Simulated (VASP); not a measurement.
# MoH3 (P3m1) in VASP: single point with PBE

Aim: the single point of MoH3 with PBE.

Program: VASP 6.6.1. These are calculated values, not measurements. Logs are shortened: lines on timing, memory, paths and dates and some standing lists are left out, and cuts for length are marked.

### 1 The cell of the first run

Symmetry: P3m1, No. 156, trigonal system. The conventional cell has a = 2.837 Å, b = 2.837 Å, c = 4.411 Å, α = 90.00°, β = 90.00°, γ = 120.00°. H (site symmetry 3m) has 3 H at 1.64 Å and 3 Mo at 1.95 Å within 2.2 Å. H (site symmetry 3m) has 3 Mo at 1.96 Å and 2 H at 2.20 to 2.21 Å within 2.6 Å. Within 2.2 Å of H (site symmetry 3m) lie 3 H at 1.64 Å and 3 Mo at 1.99 Å. Mo (site symmetry 3m) has 9 H at 1.95 to 1.99 Å within 2.6 Å.

### 2 Single point, PBE

INCAR

```
SYSTEM = MoH3
PREC = Accurate
ENCUT = 500
EDIFF = 1E-6
ISMEAR = 0
SIGMA = 0.15
LREAL = .FALSE.
LASPH = .TRUE.
NELM = 120
ALGO = Normal
ISIF = 2
LWAVE = .FALSE.
LCHARG = .FALSE.
GGA = PE
NBANDS = 16
GGA_COMPAT = .FALSE.
```

KPOINTS

```
regular mesh
0
G
  5 5 3
  0 0 0
```

POSCAR

```
MoH3
1.0
    2.8369270731     -0.0000000024      0.0000000000
   -1.4184635344      2.4568509152      0.0000000000
    0.0000000000      0.0000000000      4.4108154372
H Mo
3 1
Direct
    0.0000000000      0.0000000000      0.9484592833
    0.6666666667      0.3333333333      0.4329585055
    0.6666666667      0.3333333333     -0.0681672263
    0.3333333333      0.6666666667      0.1889084175
```

Potentials or basis: VASP PAW PBE potentials, release 64 (H, Mo_sv).

Started as:

```
$ cat potpaw_PBE.64/H/POTCAR potpaw_PBE.64/Mo_sv/POTCAR > POTCAR
$ mpirun -np 1 vasp_std > vasp.out
```

OUTCAR:

```text
SYSTEM = MoH3
   PREC = Accurate
   ENCUT = 500
   EDIFF = 1E-6
   ISMEAR = 0
   LREAL = .FALSE.
   LASPH = .TRUE.
   NELM = 120
   ISIF = 2
   GGA = PE

 ion  position               nearest neighbor table
   1  0.000  0.000  0.948-   4 1.95   4 1.95   4 1.95
   2  0.667  0.333  0.433-   4 1.96   4 1.96   4 1.96
   3  0.667  0.333  0.932-   4 1.99   4 1.99   4 1.99
   4  0.333  0.667  0.189-   1 1.95   1 1.95   1 1.95   2 1.96   2 1.96   2 1.96   3 1.99   3 1.99
                             3 1.99

  LATTYP: Found a hexagonal cell.
 ALAT       =     2.8369270731
 C/A-ratio  =     1.5547863317

  Lattice vectors:

 A1 = (   2.8369270731,  -0.0000000024,   0.0000000000)
 A2 = (  -1.4184635344,   2.4568509152,   0.0000000000)
 A3 = (   0.0000000000,   0.0000000000,   4.4108154372)

Analysis of symmetry for initial positions (statically):
=====================================================================
 Subroutine PRICEL returns:
 Original cell was already a primitive cell.

 Routine SETGRP: Setting up the symmetry group for a
 hexagonal supercell.

 Subroutine GETGRP returns: Found  6 space group operations
 (whereof  6 operations were pure point group operations)
 out of a pool of 24 trial point group operations.

The static configuration has the point symmetry C_3v.

Analysis of symmetry for dynamics (positions and initial velocities):
=====================================================================
 Subroutine PRICEL returns:
 Original cell was already a primitive cell.

 Routine SETGRP: Setting up the symmetry group for a
 hexagonal supercell.

 Subroutine GETGRP returns: Found  6 space group operations
 (whereof  6 operations were pure point group operations)
 out of a pool of 24 trial point group operations.

The dynamic configuration has the point symmetry C_3v.

 Subroutine INISYM returns: Found  6 space group operations
 (whereof  6 operations are pure point group operations),
 and found     1 'primitive' translations

----------------------------------------------------------------------------------------

                                     Primitive cell

  volume of cell :      30.7430

  direct lattice vectors                    reciprocal lattice vectors
     2.836927073 -0.000000002  0.000000000     0.352494081  0.203512552  0.000000000
    -1.418463534  2.456850915  0.000000000     0.000000000  0.407025104  0.000000000
     0.000000000  0.000000000  4.410815437     0.000000000  0.000000000  0.226715448

  length of vectors
[... 78 lines left out ...]
   NFREE  =      0    steps in history (QN), initial steepest desc. (CG)
   ISIF   =      2    stress and relaxation
   ISYM   =      2    0-nonsym 1-usesym 2-fastsym
   POTIM  = 0.5000    time-step for ionic-motion
   TEBEG  =    0.0;   TEEND  =   0.0 temperature during run
   PSTRESS=    0.0 pullay stress
   NELECT =      17.0000    total number of electrons
   NUPDOWN=      -1.0000    fix difference up-down
   EMIN   =  10.00;   EMAX   =-10.00  energy-range for DOS
   EFERMI =   0.00;   METHOD = LEGACY
   ISMEAR =     0;   SIGMA  =   0.15  broadening in eV -4-tet -1-fermi 0-gaus
   EFERMI_NEDOS =   21; number of points for ismear=-14 and -15
   IALGO  =     38    algorithm
   IMIX   =      4    mixing-type and parameters
     AMIX     =   0.40;   BMIX     =  1.00
     AMIX_MAG =   1.60;   BMIX_MAG =  1.00
  volume/ion in A,a.u.               =       7.69        51.87
  Fermi-wavevector in a.u.,A,eV,Ry     =   1.343721  2.539265 24.566500  1.805587
  Thomas-Fermi vector in A             =   2.471772
   LORBIT       =      0    0 simple, 1 ext, 2 COOP (PROOUT), +10 PAW based schemes
   GGA     = PE    functional components
   LHFCALC =     F    Hartree Fock is set to
   AEXX    =    0.0000 exact exchange contribution
   IVDW    =     0    specifies the selected vdW correction
   LEPSILON=     F    determine dielectric tensor
   LRPA    =     F    only Hartree local field effects (RPA)
 non-spin polarized calculation
 Gauss-broadening in eV      SIGMA  =   0.15
  energy-cutoff  :      500.00
  volume of cell :       30.74
 maximum number of plane-waves:       786
 NGX is ok and might be reduce to    24
   NGX = 11   NGY = 11   NGZ = 17

 number of electron      17.0000000 magnetization

 Free energy of the ion-electron system (eV)
  ---------------------------------------------------
  ext. energy  EPLUGINS =         0.00000000
  ---------------------------------------------------
  free energy    TOTEN  =       -19.79102730 eV

  energy without entropy =      -19.77104255  energy(sigma->0) =      -19.78103492

 E-fermi :   6.0970     XC(G=0): -10.8860

 val. band max:        6.0798919873   @ k =   0.2000  -0.0000   0.3333
 cond. band min:       6.4853453429   @ k =   0.4000   0.2000   0.3333
 fundamental gap:      0.4054533556
 Fermi energy:         6.0969775696

 k-point     1 :       0.0000    0.0000    0.0000
  band No.  band energies     occupation
      1     -55.0298      2.00000
      2     -29.1029      2.00000
      3     -28.6339      2.00000
      4     -28.6339      2.00000
      5      -4.4682      2.00000
      6       1.6993      2.00000
[... 205 lines left out ...]
      3     -29.1081      2.00000
      4     -28.8978      2.00000
      5      -0.7848      2.00000
      6       0.2004      2.00000
[... 8 lines left out ...]
     15      16.4043      0.00000
     16      19.4557      0.00000

------------------------ aborting loop because EDIFF is reached ----------------------------------------

  FORCE on cell =-STRESS in cart. coord.  units (eV):
  Direction    XX          YY          ZZ          XY          YZ          ZX
  --------------------------------------------------------------------------------------
  -------------------------------------------------------------------------------------
  Total       -0.0564760     -0.0564760     -0.0327022     -0.0000000      0.0000000      0.0000000
  in kB       -2.9432614     -2.9432614     -1.7042841     -0.0000000      0.0000000      0.0000000
  external PRESSURE =      -2.5302690 kB  Pullay stress =       0.0000000 kB

 VOLUME and BASIS-vectors are now :
 -----------------------------------------------------------------------------
  energy-cutoff  :      500.00
  volume of cell :       30.74
      direct lattice vectors                 reciprocal lattice vectors
     2.836927073 -0.000000002  0.000000000     0.352494081  0.203512552  0.000000000
    -1.418463534  2.456850915  0.000000000     0.000000000  0.407025104  0.000000000
     0.000000000  0.000000000  4.410815437     0.000000000  0.000000000  0.226715448

 POSITION                                       TOTAL-FORCE (eV/Angst)
 -----------------------------------------------------------------------------------
      0.00000      0.00000      4.18348         0.000000     -0.000000     -0.015255
      1.41846      0.81895      1.90970         0.000000     -0.000000      0.045631
      1.41846      0.81895      4.11014         0.000000     -0.000000     -0.004658
      0.00000      1.63790      0.83324        -0.000000      0.000000     -0.025718
 -----------------------------------------------------------------------------------
    total drift:                                0.000000     -0.000000      0.000381

  FREE ENERGIE OF THE ION-ELECTRON SYSTEM (eV)
  ---------------------------------------------------
  free  energy   TOTEN  =       -19.7910273014 eV

  energy  without entropy=      -19.7710425454  energy(sigma->0) =      -19.78103492
```

stdout:

```text
POSCAR found type information on POSCAR H Mo
 POSCAR found :  2 types and       4 ions
 scaLAPACK will be used
 LDA part: xc-table for (Slater+PW92), standard interpolation
 POSCAR, INCAR and KPOINTS ok, starting setup
 FFT: planning ... GRIDC
 FFT: planning ... GRID_SOFT
 FFT: planning ... GRID
 WAVECAR not read
 entering main loop
```

It took 5 s on 1 thread of Intel Xeon Platinum 8488C (Sapphire Rapids), shared host; peak memory 0.14 GiB.

What came out:

| Property | Result |
| --- | --- |
| Free energy | -19.7910 eV |
| Pressure | -0.3 GPa |
| Largest force | 0.046 eV/Å |

Forces on the atoms (eV/Å):
```
H    0.000  0.000 -0.015
H    0.000  0.000  0.046
H    0.000  0.000 -0.005
Mo   0.000  0.000 -0.026
```

Caveat: the k points lie up to 0.51 Å⁻¹ apart.
